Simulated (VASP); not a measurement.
The system is SiC (Moissanite 6H).

```
Si C
1.0
     3.09500    0.00000    0.00000
    -1.54750    2.68035    0.00000
     0.00000    0.00000   15.17000
Si C
6 6
Cartesian
  1.5475 0.8934 6.9524
  0.0000 1.7869 14.5374
  1.5475 0.8934 12.0101
  0.0000 1.7869 4.4251
  0.0000 0.0000 9.4812
  0.0000 0.0000 1.8962
  1.5475 0.8934 5.0562
  0.0000 1.7869 12.6412
  1.5475 0.8934 10.1138
  0.0000 1.7869 2.5288
  0.0000 0.0000 7.5850
  0.0000 0.0000 0.0000
```

Base run:

| Item | Value |
| --- | --- |
| Program | VASP 6.6.1 |
| Functional | BLYP |
| Potentials or basis | VASP PAW PBE potentials, release 64 (Si, C) |
| Cutoff | 520 eV |
| k mesh | 10 × 10 × 2 |
| Occupations | fermi-dirac, width 0.05 eV |
| Spin | no spin polarisation |

Its results: band gap on the k mesh 2.33 eV, indirect (least direct gap 3.42 eV); pressure 5.4 GPa; largest force 0.142 eV/Å.

The run is repeated on the same cell with these changes: functional from BLYP to LDA; potentials or basis from VASP PAW PBE potentials, release 64 (Si, C) to VASP PAW LDA potentials, release 64 (Si, C). What comes out?

Band gap on the k mesh 1.97 eV, indirect (least direct gap 3.06 eV); pressure -6.9 GPa; largest force 0.144 eV/Å.

Caveats: the PAW data sets were made with another functional, which shifts forces and pressure a little (some runs).

A k mesh can miss the band edges.
